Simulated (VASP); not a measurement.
# K (R-3m) in VASP: single point with PBEsol

Aim: the single point of K with PBEsol.

Everything below comes from runs of VASP 6.6.1. Logs are shortened: lines on timing, memory, paths and dates and some standing lists are left out, and cuts for length are marked.

### 1 The cell of the first run

Symmetry: R-3m, No. 166, trigonal system. The conventional cell has a = 10.980 Å, b = 10.980 Å, c = 28.087 Å, α = 90.00°, β = 90.00°, γ = 120.00°. K (site symmetry m) has 6 K at 3.73 to 4.03 Å within 4.9 Å. K (site symmetry m) has 7 K at 3.99 to 4.50 Å within 5.2 Å.

### 2 Single point, PBEsol

File INCAR:

```
PREC     = Accurate       # precision mode
ENCUT    = 520            # plane-wave cutoff, eV
EDIFF    = 1E-7           # SCF threshold, eV
ISMEAR   = 0              # smearing method
SIGMA    = 0.1            # smearing width, eV
LREAL    = F              # projectors in reciprocal space
LASPH    = T              # aspherical terms in the spheres
NELM     = 60             # most SCF steps
ALGO     = Fast           # electronic algorithm
ISIF     = 2              # what is computed and relaxed
LWAVE    = F              # write WAVECAR
LCHARG   = F              # write CHGCAR
GGA      = PS             # functional
NBANDS   = 66             # bands
```

File KPOINTS:

```
regular mesh
0
Gamma
  3 3 3
```

File POSCAR:

```
K
1.0
    5.4897924396      3.1695331429      9.3623038951
   -5.4897924396      3.1695331429      9.3623038951
    0.0000000000     -6.3390662855      9.3623038951
K
12
Direct
    0.0101900000      0.6536100000      0.0101900000
    0.0101900000      0.0101900000      0.6536100000
    0.6536100000      0.0101900000      0.0101900000
    0.9898100000      0.3463900000      0.9898100000
    0.3463900000      0.9898100000      0.9898100000
    0.9898100000      0.9898100000      0.3463900000
    0.2211800000      0.6306000000      0.2211800000
    0.2211800000      0.2211800000      0.6306000000
    0.6306000000      0.2211800000      0.2211800000
    0.7788200000      0.3694000000      0.7788200000
    0.3694000000      0.7788200000      0.7788200000
    0.7788200000      0.7788200000      0.3694000000
```

Potentials or basis: VASP PAW PBE potentials, release 64 (K_sv).

On the command line:

```sh
> cat potpaw_PBE.64/K_sv/POTCAR > POTCAR
> mpirun -np 1 vasp_std > vasp.out
```

OUTCAR:

```text
PREC = Accurate
   ENCUT = 520
   EDIFF = 1E-7
   ISMEAR = 0
   LREAL = F
   LASPH = T
   NELM = 60
   ISIF = 2
   GGA = PS

 ion  position               nearest neighbor table
   1  0.010  0.654  0.010-   4 3.73
   2  0.010  0.010  0.654-   6 3.73
   3  0.654  0.010  0.010-   5 3.73
   4  0.990  0.346  0.990-   1 3.73
   5  0.346  0.990  0.990-   3 3.73
   6  0.990  0.990  0.346-   2 3.73
   7  0.221  0.631  0.221-
   8  0.221  0.221  0.631-
   9  0.631  0.221  0.221-
  10  0.779  0.369  0.779-
  11  0.369  0.779  0.779-
  12  0.779  0.779  0.369-

  LATTYP: Found a trigonal (rhomboedric) cell.
 ALAT       =    11.3064802480
 COS(alpha) =     0.5284942553

  Lattice vectors:

 A1 = (   5.4897924396,   3.1695331429,   9.3623038951)
 A2 = (  -5.4897924396,   3.1695331429,   9.3623038951)
 A3 = (   0.0000000000,  -6.3390662855,   9.3623038951)

Analysis of symmetry for initial positions (statically):
=====================================================================
 Subroutine PRICEL returns:
 Original cell was already a primitive cell.

 Routine SETGRP: Setting up the symmetry group for a
 trigonal (rhombohedral) supercell.

 Subroutine GETGRP returns: Found 12 space group operations
 (whereof 12 operations were pure point group operations)
 out of a pool of 12 trial point group operations.

The static configuration has the point symmetry D_3d.

Analysis of symmetry for dynamics (positions and initial velocities):
=====================================================================
 Subroutine PRICEL returns:
 Original cell was already a primitive cell.

 Routine SETGRP: Setting up the symmetry group for a
 trigonal (rhombohedral) supercell.

 Subroutine GETGRP returns: Found 12 space group operations
 (whereof 12 operations were pure point group operations)
 out of a pool of 12 trial point group operations.

The dynamic configuration has the point symmetry D_3d.

 Subroutine INISYM returns: Found 12 space group operations
[... 100 lines left out ...]
   EDIFFG = 0.1E-05   stopping-criterion for IOM
   NSW    =      0    number of steps for IOM
   IBRION =     -1    ionic relax: 0-MD 1-quasi-New 2-CG
   NFREE  =      0    steps in history (QN), initial steepest desc. (CG)
   ISIF   =      2    stress and relaxation
   ISYM   =      2    0-nonsym 1-usesym 2-fastsym
   POTIM  = 0.5000    time-step for ionic-motion
   TEBEG  =    0.0;   TEEND  =   0.0 temperature during run
   PSTRESS=    0.0 pullay stress
   NELECT =     108.0000    total number of electrons
   NUPDOWN=      -1.0000    fix difference up-down
   EMIN   =  10.00;   EMAX   =-10.00  energy-range for DOS
   EFERMI =   0.00;   METHOD = LEGACY
   ISMEAR =     0;   SIGMA  =   0.10  broadening in eV -4-tet -1-fermi 0-gaus
   EFERMI_NEDOS =   21; number of points for ismear=-14 and -15
   IALGO  =     68    algorithm
   IMIX   =      4    mixing-type and parameters
     AMIX     =   0.40;   BMIX     =  1.00
     AMIX_MAG =   1.60;   BMIX_MAG =  1.00
  volume/ion in A,a.u.               =      81.45       549.67
  Fermi-wavevector in a.u.,A,eV,Ry     =   0.785575  1.484522  8.396538  0.617128
  Thomas-Fermi vector in A             =   1.889939
   LORBIT       =      0    0 simple, 1 ext, 2 COOP (PROOUT), +10 PAW based schemes
   GGA     = PS    functional components
   LHFCALC =     F    Hartree Fock is set to
   AEXX    =    0.0000 exact exchange contribution
   IVDW    =     0    specifies the selected vdW correction
   LEPSILON=     F    determine dielectric tensor
   LRPA    =     F    only Hartree local field effects (RPA)
 non-spin polarized calculation
 RMM-DIIS sequential band-by-band and
 Gauss-broadening in eV      SIGMA  =   0.10
  energy-cutoff  :      520.00
  volume of cell :      977.43
 maximum number of plane-waves:     26325
   NGX = 43   NGY = 43   NGZ = 43

 number of electron     107.9999998 magnetization

 Free energy of the ion-electron system (eV)
  ---------------------------------------------------
  ext. energy  EPLUGINS =         0.00000000
  ---------------------------------------------------
  free energy    TOTEN  =       -10.27362160 eV

  energy without entropy =      -10.25451651  energy(sigma->0) =      -10.26406905

 E-fermi :  -0.2278     XC(G=0):  -5.3334

 val. band max:       -0.3497647473   @ k =   0.3333   0.3333   0.3333
 cond. band min:      -0.2141966000   @ k =   0.3333   0.3333   0.3333
 fundamental gap:      0.1355681473
 Fermi energy:        -0.2278315745

 k-point     1 :       0.0000    0.0000    0.0000
  band No.  band energies     occupation
      1     -32.7158      2.00000
      2     -32.7047      2.00000
      3     -32.7047      2.00000
      4     -32.7029      2.00000
      5     -32.6924      2.00000
      6     -32.6924      2.00000
[... 403 lines left out ...]
     65       1.1315      0.00000
     66       1.3294      0.00000

------------------------ aborting loop because EDIFF is reached ----------------------------------------

  FORCE on cell =-STRESS in cart. coord.  units (eV):
  Direction    XX          YY          ZZ          XY          YZ          ZX
  --------------------------------------------------------------------------------------
  -------------------------------------------------------------------------------------
  Total        4.1782341      4.1782341      4.9792712     -0.0000000      0.0000000     -0.0000000
  in kB        6.8488578      6.8488578      8.1618979     -0.0000000      0.0000000     -0.0000000
  external PRESSURE =       7.2865378 kB  Pullay stress =       0.0000000 kB

 VOLUME and BASIS-vectors are now :
 -----------------------------------------------------------------------------
  energy-cutoff  :      520.00
  volume of cell :      977.43
      direct lattice vectors                 reciprocal lattice vectors
     5.489792440  3.169533143  9.362303895     0.091078125  0.052583980  0.035603772
    -5.489792440  3.169533143  9.362303895    -0.091078125  0.052583980  0.035603772
     0.000000000 -6.339066286  9.362303895     0.000000000 -0.105167960  0.035603772

 POSITION                                       TOTAL-FORCE (eV/Angst)
 -----------------------------------------------------------------------------------
     -3.53224      2.03934      6.31010         0.200004     -0.115472     -0.079171
      0.00000     -4.07868      6.31010         0.000000      0.230945     -0.079171
      3.53224      2.03934      6.31010        -0.200004     -0.115472     -0.079171
      3.53224     -2.03934     21.77681        -0.200004      0.115472      0.079171
     -3.53224     -2.03934     21.77681         0.200004      0.115472      0.079171
      0.00000      4.07868     21.77681         0.000000     -0.230945      0.079171
     -2.24763      1.29767     10.04538         0.307946     -0.177793      0.076338
      0.00000     -2.59534     10.04538         0.000000      0.355586      0.076338
      2.24763      1.29767     10.04538        -0.307946     -0.177793      0.076338
      2.24763     -1.29767     18.04153        -0.307946      0.177793     -0.076338
     -2.24763     -1.29767     18.04153         0.307946      0.177793     -0.076338
      0.00000      2.59534     18.04153         0.000000     -0.355586     -0.076338
 -----------------------------------------------------------------------------------
    total drift:                                0.000000      0.000000      0.000000

  FREE ENERGIE OF THE ION-ELECTRON SYSTEM (eV)
  ---------------------------------------------------
  free  energy   TOTEN  =       -10.2736215975 eV

  energy  without entropy=      -10.2545165095  energy(sigma->0) =      -10.26406905
```

OSZICAR:

```text
N       E                     dE             d eps       ncg     rms          rms(c)
DAV:   1     0.870991600644E+03    0.87099E+03   -0.44710E+04   872   0.129E+03
DAV:   2     0.692307301496E+02   -0.80176E+03   -0.78901E+03   902   0.368E+02
DAV:   3    -0.464333490242E+01   -0.73874E+02   -0.72791E+02  1144   0.832E+01
[... 13 lines left out ...]
RMM:  17    -0.102736134077E+02   -0.84806E-05   -0.75025E-05  1373   0.221E-02    0.557E-03
RMM:  18    -0.102736182213E+02   -0.48136E-05   -0.44436E-05  1368   0.170E-02    0.367E-03
RMM:  19    -0.102736201218E+02   -0.19005E-05   -0.23921E-05  1368   0.136E-02    0.140E-03
RMM:  20    -0.102736213095E+02   -0.11877E-05   -0.13086E-05  1338   0.104E-02    0.132E-03
RMM:  21    -0.102736216684E+02   -0.35891E-06   -0.37615E-06  1314   0.828E-03    0.177E-03
RMM:  22    -0.102736215975E+02    0.70873E-07   -0.35620E-07  1244   0.654E-03
   1 F= -.10273622E+02 E0= -.10264069E+02  d E =-.191051E-01
```

stdout:

```text
POSCAR found type information on POSCAR K
 POSCAR found :  1 types and      12 ions
 scaLAPACK will be used
 -----------------------------------------------------------------------------
|                                                                             |
|                                                                             |
|     You enforced a specific xc type in the INCAR file but a different       |
|     I HOPE YOU KNOW WHAT YOU ARE DOING!                                     |
|                                                                             |
 -----------------------------------------------------------------------------

 LDA part: xc-table for (Slater+PW92), standard interpolation
 POSCAR, INCAR and KPOINTS ok, starting setup
 FFT: planning ... GRIDC
 FFT: planning ... GRID_SOFT
 FFT: planning ... GRID
 WAVECAR not read
 entering main loop
 num prob  num prob  num prob  num prob  num prob  num prob RMM:  20    -0.102736213095E+02   -0.11877E-05   -0.13086E-05  1338   0.104E-02    0.132E-03
 num prob  num prob  num prob  num prob  num prob  num prob  num prob  num prob  num prob  num prob  num prob  num prob RMM:  21    -0.102736216684E+02   -0.35891E-06   -0.37615E-06  1314   0.828E-03    0.177E-03
 num prob  num prob  num prob  num prob  num prob  num prob  num prob  num prob  num prob  num prob  num prob  num prob  num prob RMM:  22    -0.102736215975E+02    0.70873E-07   -0.35620E-07  1244   0.654E-03
```

Run time: 23 min. Hardware: 1 thread of Intel Xeon Platinum 8259CL at 2.50GHz (Skylake/Cascade Lake), shared host; peak memory 1.2 GiB.

What came out:

```yaml
Free_energy: -10.2736 eV
Pressure: 0.7 GPa
Largest_force: 0.364 eV/Å
Band_gap_on_the_k_mesh: zero (bands 54 and 55 overlap by 0.34 eV)
```

Forces on the atoms (eV/Å):
```
K    0.200 -0.115 -0.079
K    0.000  0.231 -0.079
K   -0.200 -0.115 -0.079
K   -0.200  0.115  0.079
K    0.200  0.115  0.079
K    0.000 -0.231  0.079
K    0.308 -0.178  0.076
K    0.000  0.356  0.076
K   -0.308 -0.178  0.076
K   -0.308  0.178 -0.076
K    0.308  0.178 -0.076
K    0.000 -0.356 -0.076
```

Levels at points of the mesh, in eV from the Fermi level:
```tsv
k point	band 51	band 52	band 53	band 54	band 55	band 56	band 57	band 58
(0.00, 0.00, 0.00)	-0.45	-0.45	-0.44	-0.21	-0.21	-0.20	0.08	0.20
```

Caveat: the PAW data sets were made with another functional, which shifts forces and pressure a little.
